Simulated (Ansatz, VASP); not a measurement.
One calculation of Zn10S9, two programs

```
CELL_PARAMETERS angstrom
0.00000 -6.66182 0.00000
5.76931 -3.33091 0.00000
0.00000 -2.22061 9.44929
ATOMIC_POSITIONS crystal
Zn 0.66841 0.66769 0.99274
Zn 0.33656 0.33138 0.99276
Zn 0.00554 0.99955 0.99166
Zn 0.44598 0.66150 0.66430
Zn 0.10793 0.33763 0.66430
Zn 0.77937 0.99956 0.66494
Zn 0.21870 0.67546 0.33922
Zn 0.89459 0.32367 0.33923
Zn 0.54297 0.99956 0.34444
Zn 0.28852 0.99954 0.13211
S 0.59773 0.65096 0.25331
S 0.24912 0.34816 0.25332
S 0.89675 0.99956 0.25298
S 0.13766 0.66879 0.58426
S 0.80688 0.33034 0.58427
S 0.46699 0.99956 0.59051
S 0.36494 0.65560 0.91000
S 0.02101 0.34348 0.90999
S 0.70618 0.99954 0.91073
```

Alike in both runs: functional PBE; k mesh 2 × 2 × 2; occupations gaussian, width 0.02 eV; no spin polarisation.

Ansatz relaxed the structure, and its values are those at the end. VASP's run is a single point on that final structure, the one shown.

|  | VASP | Ansatz |
| --- | --- | --- |
| version | VASP 6.6.1 | Ansatz 0.2.0 |
| potentials or method | VASP PAW PBE potentials, release 64 (Zn, S), cutoff 520 eV | scalar-relativistic, plane waves, PAW |
| valence electrons in the cell | 174 | 174 |

|  | VASP | Ansatz | Ansatz less VASP |
| --- | --- | --- | --- |
| gap on the k mesh at the Fermi level (eV) | 0.86 | 0.86 | +0.001 |
| least direct gap on the mesh (eV) | 0.86 | 0.86 | +0.001 |

The k mesh is coarse, so the values compare programs but aren't converged.
